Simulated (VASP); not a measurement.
Input of a VASP 6.6.1 run:

POSCAR

```
Te2Mo
1.0
    3.8450514391      0.0000000000      0.0000000000
   -1.9225257196      3.3299122251      0.0000000000
    0.0000000000      0.0000000000     17.5240578200
Te Mo
2 1
Direct
    0.3333333333      0.6666666667      0.8978554500
    0.3333333333      0.6666666667      0.1021445500
    0.0000000000      0.0000000000      0.0000000000
```

The input INCAR.step1:

```
  PREC = Accurate
  ENCUT = 520
  ISMEAR = 0
  SIGMA = 0.05
  LREAL = False
  LASPH = True
  NELM = 60
  NBANDS = 20
  GGA = PE
  ALGO = Normal
  EDIFF = 1E-4
  LWAVE = True
  LCHARG = False
```

The input INCAR.step2:

```
  PREC = Accurate
  ENCUT = 520
  EDIFF = 1E-6
  ISMEAR = 0
  SIGMA = 0.05
  LREAL = False
  LASPH = True
  NELM = 60
  ALGO = Normal
  ISIF = 2
  LWAVE = False
  LCHARG = False
  METAGGA = R2SCAN
  LMIXTAU = True
  NBANDS = 20
  ISTART = 1
```

Contents of KPOINTS:

```
Automatic mesh
0
Gamma
  12 12 2
```

Potentials or basis: VASP PAW PBE potentials, release 64 (Te, Mo_sv).

Launch:

```sh
$ cat potpaw_PBE.64/Te/POTCAR potpaw_PBE.64/Mo_sv/POTCAR > POTCAR
$ cp INCAR.step1 INCAR
$ mpirun -np 1 vasp_std > vasp.out
$ cp INCAR.step2 INCAR
$ mpirun -np 1 vasp_std > vasp.out
```

Question: Estimate the band gap on the k mesh.

Answer: 0.63 eV (least direct gap 0.72 eV).

Question: Estimate the largest force.

Answer: 1.057 eV/Å.

Forces in eV/Å, atoms in the order of the input:
```
Te   0.000  0.000  1.057
Te   0.000  0.000 -1.057
Mo   0.000  0.000  0.000
```

Caveat: the cell differs from its parent crystal (strain +0.080 along x and y, +0.000 along z); the PAW data sets were made with another functional, which shifts forces and pressure a little; spin-orbit coupling is left out, which moves the levels of the heavy elements.
